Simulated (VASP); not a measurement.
# AlN (F-43m) in VASP: further runs, part 2 of 2

VASP 6.6.1. Earlier steps stand in the parts before.

### 4 Vibrations by perturbation theory, LDA

This run uses another cell than the first one, of 10.05 Å³/atom, 1.026 times its volume.

INCAR

```
PREC = Accurate
ENCUT = 520
EDIFF = 1E-8
ISMEAR = 0
SIGMA = 0.01
LREAL = F
LASPH = T
NELM = 100
ALGO = Normal
ISIF = 2
LWAVE = F
LCHARG = F
GGA = CA
IBRION = 8
NSW = 1
```

KPOINTS

```
Automatic mesh
0
Gamma
  10 10 10
```

POSCAR

```
AlN
1.0
    2.1578910866      2.1578910866      0.0000000000
   -2.1578910866      2.1578910866      0.0000000000
    0.0000000000      2.1578910866      2.1578910866
Al N
1 1
Direct
    0.0000000000      0.0000000000      0.0000000000
    0.2500000000      0.7500000000      0.5000000000
```

Potentials or basis: VASP PAW LDA potentials, release 64 (Al, N).

Command:

```bash
cat potpaw_LDA.64/Al/POTCAR potpaw_LDA.64/N/POTCAR > POTCAR
mpirun -np 1 vasp_std > vasp.out
```

OUTCAR:

```text
PREC = Accurate
   ENCUT = 520
   EDIFF = 1E-8
   ISMEAR = 0
   LREAL = F
   LASPH = T
   NELM = 100
   ISIF = 2
   GGA = CA
   IBRION = 8
   NSW = 1

 ion  position               nearest neighbor table
   1  0.000  0.000  0.000-   2 1.87   2 1.87   2 1.87   2 1.87
   2  0.250  0.750  0.500-   1 1.87   1 1.87   1 1.87   1 1.87

  LATTYP: Found a face centered cubic cell.
 ALAT       =     4.3157821732

  Lattice vectors:

 A1 = (   0.0000000000,   2.1578910866,   2.1578910866)
 A2 = (   2.1578910866,   0.0000000000,   2.1578910866)
 A3 = (   2.1578910866,   2.1578910866,   0.0000000000)

Analysis of symmetry for initial positions (statically):
=====================================================================
 Subroutine PRICEL returns:
 Original cell was already a primitive cell.

 Routine SETGRP: Setting up the symmetry group for a
 face centered cubic supercell.

 Subroutine GETGRP returns: Found 24 space group operations
 (whereof 24 operations were pure point group operations)
[... 490 lines left out ...]
 INTERNAL STRAIN TENSOR  FOR ION    2  DIRECTION 1   (eV/Angst):
 -----------------------------------------------------------------------------
     0.02765  0.00000  0.00000
     0.00000 -0.01357-10.71155
     0.00000-10.71155 -0.01357

 INTERNAL STRAIN TENSOR FOR ION    2 for displacements in x,y,z  (eV/Angst):
          X           Y           Z          XY          YZ          ZX
  --------------------------------------------------------------------------------
  x     0.00000     0.00000     0.00000    -0.00000   -10.71155     0.00000
  y     0.00000     0.00000     0.00000     0.00000    -0.00000   -10.71155
  z     0.00000     0.00000     0.00000   -10.71155     0.00000     0.00000

 SECOND DERIVATIVES (NOT SYMMETRIZED)
 ------------------------------------
               1X          1Y          1Z          2X          2Y          2Z
  1X   -16.063550    0.000000   -0.000000   16.063550   -0.000000    0.000000
  1Y    -0.000000  -16.063550    0.000000    0.000000   16.063550   -0.000000
  1Z    -0.000000    0.000000  -16.063550    0.000000   -0.000000   16.063550
  2X    16.058486    0.000000   -0.000000  -16.058486   -0.000000    0.000000
  2Y    -0.000000   16.058486    0.000000    0.000000  -16.058486   -0.000000
  2Z    -0.000000    0.000000   16.058486    0.000000   -0.000000  -16.058486

 Eigenvectors and eigenvalues of the dynamical matrix
 ----------------------------------------------------

   1 f  =   20.635474 THz   129.656506 2PiTHz  688.325316 cm-1    85.341424 meV
             X         Y         Z           dx          dy          dz
      0.000000  0.000000  0.000000    -0.072497   -0.578296   -0.045019
     -1.078946  3.236837  1.078946     0.100623    0.802659    0.062485
[... 21 lines left out ...]
   6 f/i=    0.001543 THz     0.009693 2PiTHz    0.051459 cm-1     0.006380 meV
             X         Y         Z           dx          dy          dz
      0.000000  0.000000  0.000000     0.372183    0.227641   -0.684069
     -1.078946  3.236837  1.078946     0.268149    0.164010   -0.492855

--------------------------------------------------------------------------------------------------------

 ELASTIC MODULI CONTR FROM IONIC RELAXATION (kBar)
 Direction    XX          YY          ZZ          XY          YZ          ZX
 --------------------------------------------------------------------------------
 XX          -0.0000      0.0000      0.0000     -0.0000      0.0000     -0.0000
 YY           0.0000     -0.0000      0.0000     -0.0000     -0.0000      0.0000
 ZZ           0.0000      0.0000     -0.0000      0.0000     -0.0000     -0.0000
 XY          -0.0000     -0.0000      0.0000   -540.1717     -0.0000      0.0000
 YZ           0.0000     -0.0000     -0.0000     -0.0000   -540.1717      0.0000
 ZX          -0.0000      0.0000     -0.0000      0.0000      0.0000   -540.1717
 --------------------------------------------------------------------------------
```

Run time: 29 s. Hardware: 1 thread of Intel Xeon Platinum 8488C (Sapphire Rapids), shared host; peak memory 0.19 GiB.

Results:

```yaml
Highest_phonon_frequency_at_Γ_LO-TO_splitting_left_out: 688 cm⁻¹
```

Phonon frequencies in cm⁻¹ (negative: imaginary):
```tsv
q point	frequencies
(0.000, 0.000, 0.000)	0 0 0 688 688 688
```

Caveat: the cell wasn't relaxed at this level first, which shifts response properties.

### 5 Vibrations by perturbation theory, LDA

This run uses another cell than the first one, of 9.92 Å³/atom, 1.012 times its volume.

INCAR

```
SYSTEM = AlN
ALGO = Normal
EDIFF = 1E-8
ENCUT = 520
GGA = CA
IBRION = 8
ISIF = 2
ISMEAR = 0
LASPH = .TRUE.
LCHARG = .TRUE.
LREAL = .FALSE.
LWAVE = .FALSE.
NELM = 100
NSW = 1
PREC = Accurate
SIGMA = 0.01
```

KPOINTS

```
k-points
0
G
  10 10 10
  0 0 0
```

POSCAR

```
AlN
1.0
    2.1485821229      2.1485821229      0.0000000000
   -2.1485821229      2.1485821229      0.0000000000
    0.0000000000      2.1485821229      2.1485821229
Al N
1 1
Direct
    0.0000000000      0.0000000000      0.0000000000
    0.2500000000      0.7500000000      0.5000000000
```

Potentials or basis: VASP PAW LDA potentials, release 64 (Al, N).

Command:

```bash
cat potpaw_LDA.64/Al/POTCAR potpaw_LDA.64/N/POTCAR > POTCAR
mpirun -np 1 vasp_std > vasp.out
```

OUTCAR:

```text
SYSTEM = AlN
   EDIFF = 1E-8
   ENCUT = 520
   GGA = CA
   IBRION = 8
   ISIF = 2
   ISMEAR = 0
   LASPH = .TRUE.
   LREAL = .FALSE.
   NELM = 100
   NSW = 1
   PREC = Accurate

 ion  position               nearest neighbor table
   1  0.000  0.000  0.000-   2 1.86   2 1.86   2 1.86   2 1.86
   2  0.250  0.750  0.500-   1 1.86   1 1.86   1 1.86   1 1.86

  LATTYP: Found a face centered cubic cell.
 ALAT       =     4.2971642458

  Lattice vectors:

 A1 = (   0.0000000000,   2.1485821229,   2.1485821229)
 A2 = (   2.1485821229,   0.0000000000,   2.1485821229)
 A3 = (   2.1485821229,   2.1485821229,   0.0000000000)

Analysis of symmetry for initial positions (statically):
=====================================================================
 Subroutine PRICEL returns:
 Original cell was already a primitive cell.

 Routine SETGRP: Setting up the symmetry group for a
 face centered cubic supercell.

 Subroutine GETGRP returns: Found 24 space group operations
 (whereof 24 operations were pure point group operations)
 out of a pool of 48 trial point group operations.

The static configuration has the point symmetry T_d .

Analysis of symmetry for dynamics (positions and initial velocities):
=====================================================================
 Subroutine PRICEL returns:
 Original cell was already a primitive cell.

 Routine SETGRP: Setting up the symmetry group for a
 face centered cubic supercell.

[... 449 lines left out ...]
     -1.07429      3.22287      1.07429        -0.000000     -0.000000      0.000000
 -----------------------------------------------------------------------------------
    total drift:                                0.000000      0.000000      0.000000

  FREE ENERGIE OF THE ION-ELECTRON SYSTEM (eV)
  ---------------------------------------------------
  free  energy   TOTEN  =       -16.3588891854 eV

  energy  without entropy=      -16.3588891854  energy(sigma->0) =      -16.35888919

[... ionic steps 2 to 3 ...]

--------------------------------------- Ionic step        4  -------------------------------------------

------------------------ aborting loop because EDIFF is reached ----------------------------------------

[... ionic steps 5 to 6 ...]

--------------------------------------- Ionic step        7  -------------------------------------------

 Free energy of the ion-electron system (eV)
  ---------------------------------------------------
  ---------------------------------------------------
  free energy    TOTEN  =        -0.23561495 eV

  energy without entropy =       -0.23561495

------------------------ aborting loop because EDIFF is reached ----------------------------------------

 INTERNAL STRAIN TENSOR  FOR ION    2  DIRECTION 1   (eV/Angst):
 -----------------------------------------------------------------------------
     0.02785  0.00000  0.00000
     0.00000 -0.01364-11.47935
    -0.00000-11.47935 -0.01364

 INTERNAL STRAIN TENSOR FOR ION    2 for displacements in x,y,z  (eV/Angst):
          X           Y           Z          XY          YZ          ZX
  --------------------------------------------------------------------------------
  x     0.00000    -0.00000     0.00000    -0.00000   -11.47935     0.00000
  y    -0.00000     0.00000     0.00000     0.00000    -0.00000   -11.47935
  z    -0.00000     0.00000     0.00000   -11.47935     0.00000     0.00000

 SECOND DERIVATIVES (NOT SYMMETRIZED)
 ------------------------------------
               1X          1Y          1Z          2X          2Y          2Z
  1X   -16.666928    0.000000   -0.000000   16.666928   -0.000000    0.000000
  1Y    -0.000000  -16.666928    0.000000    0.000000   16.666928   -0.000000
  1Z    -0.000000    0.000000  -16.666928    0.000000   -0.000000   16.666928
  2X    16.658810    0.000000   -0.000000  -16.658810   -0.000000    0.000000
  2Y    -0.000000   16.658810    0.000000    0.000000  -16.658810   -0.000000
  2Z    -0.000000    0.000000   16.658810    0.000000   -0.000000  -16.658810

 Eigenvectors and eigenvalues of the dynamical matrix
 ----------------------------------------------------

   1 f  =   21.018266 THz   132.061662 2PiTHz  701.093900 cm-1    86.924526 meV
             X         Y         Z           dx          dy          dz
      0.000000  0.000000  0.000000    -0.584592    0.000000    0.000000
     -1.074291  3.222873  1.074291     0.811328    0.000000    0.000000
[... 21 lines left out ...]
   6 f/i=    0.002428 THz     0.015257 2PiTHz    0.080997 cm-1     0.010042 meV
             X         Y         Z           dx          dy          dz
      0.000000  0.000000  0.000000    -0.705570    0.143918    0.373779
     -1.074291  3.222873  1.074291    -0.508389    0.103698    0.269322

--------------------------------------------------------------------------------------------------------

 ELASTIC MODULI CONTR FROM IONIC RELAXATION (kBar)
 Direction    XX          YY          ZZ          XY          YZ          ZX
 --------------------------------------------------------------------------------
 XX          -0.0000      0.0000      0.0000     -0.0000     -0.0000     -0.0000
 YY           0.0000     -0.0000      0.0000      0.0000     -0.0000     -0.0000
 ZZ           0.0000      0.0000     -0.0000      0.0000      0.0000      0.0000
 XY          -0.0000      0.0000      0.0000   -607.4550     -0.0000      0.0000
 YZ          -0.0000     -0.0000      0.0000     -0.0000   -607.4550     -0.0000
 ZX          -0.0000     -0.0000      0.0000      0.0000     -0.0000   -607.4550
 --------------------------------------------------------------------------------
```

OSZICAR:

```text
N       E                     dE             d eps       ncg     rms          rms(c)
DAV:   1     0.660756329066E+01    0.66076E+01   -0.42869E+03   824   0.839E+02
DAV:   2    -0.186436191149E+02   -0.25251E+02   -0.24140E+02   992   0.126E+02
DAV:   3    -0.189973252356E+02   -0.35371E+00   -0.35371E+00   904   0.187E+01
DAV:   4    -0.189983041734E+02   -0.97894E-03   -0.97894E-03  1104   0.978E-01
[... 35 lines left out ...]
RMM:   6    -0.235615741273E+00   -0.31997E-04   -0.34501E-07  4593   0.487E-03    0.833E-04
RMM:   7    -0.235615816295E+00   -0.75022E-07    0.32644E-08  4727   0.935E-04    0.538E-05
RMM:   8    -0.235614918954E+00    0.89734E-06   -0.13351E-09  4796   0.122E-04    0.317E-05
RMM:   9    -0.235614904214E+00    0.14740E-07   -0.20588E-09  4895   0.302E-05    0.276E-06
RMM:  10    -0.235614953278E+00   -0.49064E-07    0.25979E-10  4832   0.534E-06    0.108E-06
RMM:  11    -0.235614948141E+00    0.51366E-08    0.13846E-09  3535   0.178E-06    0.906E-08
 Linear response finished
```

Run time: 30 s. Hardware: 1 thread of Intel Xeon Platinum 8488C (Sapphire Rapids), shared host; peak memory 0.18 GiB.

Results:

```
Highest phonon frequency at Γ, LO-TO splitting left out : 701 cm⁻¹
```

Phonon frequencies in cm⁻¹ (negative: imaginary):
| q point | frequencies |
| --- | --- |
| (0.000, 0.000, 0.000) | 0 0 0 701 701 701 |

Caveat: the cell wasn't relaxed at this level first, which shifts response properties.
